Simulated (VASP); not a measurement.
Input of a VASP 6.6.1 run:

File INCAR:

```
SYSTEM = SnSe
PREC     = Accurate       ! precision mode
ENCUT    = 520            ! plane-wave cutoff, eV
EDIFF    = 1E-7           ! SCF threshold, eV
ISMEAR   = 0              ! smearing method
SIGMA    = 0.05           ! smearing width, eV
LREAL    = .FALSE.        ! projectors in reciprocal space
LASPH    = .TRUE.         ! aspherical terms in the spheres
NELM     = 80             ! most SCF steps
ALGO     = Normal         ! electronic algorithm
ISIF     = 2              ! what is computed and relaxed
LWAVE    = .FALSE.        ! write WAVECAR
LCHARG   = .FALSE.        ! write CHGCAR
GGA      = PE             ! functional
NBANDS   = 17             ! bands
```

KPOINTS

```
Automatic mesh
0
G
  8 8 8
  0 0 0
```

File POSCAR:

```
SnSe
1.0
    0.0000000000      2.9061230477      2.9061230477
    2.9061230477      0.0000000000      2.9061230477
    2.9061230477      2.9061230477      0.0000000000
Sn Se
1 1
Direct
    0.0000000000      0.0000000000      0.0000000000
    0.5000000000      0.5000000000      0.5000000000
```

Potentials or basis: VASP PAW PBE potentials, release 64 (Sn_d, Se).

The run is started by

```bash
$ cat potpaw_PBE.64/Sn_d/POTCAR potpaw_PBE.64/Se/POTCAR > POTCAR
$ mpirun -np 1 vasp_std > vasp.out
```

Question: Predict the band gap on the k mesh.

Answer: 0.73 eV, indirect (least direct gap 0.94 eV).

Question: Estimate the pressure.

Answer: 7.9 GPa.

Caveat: spin-orbit coupling is left out, which moves the levels of the heavy elements. A k mesh can miss the band edges.
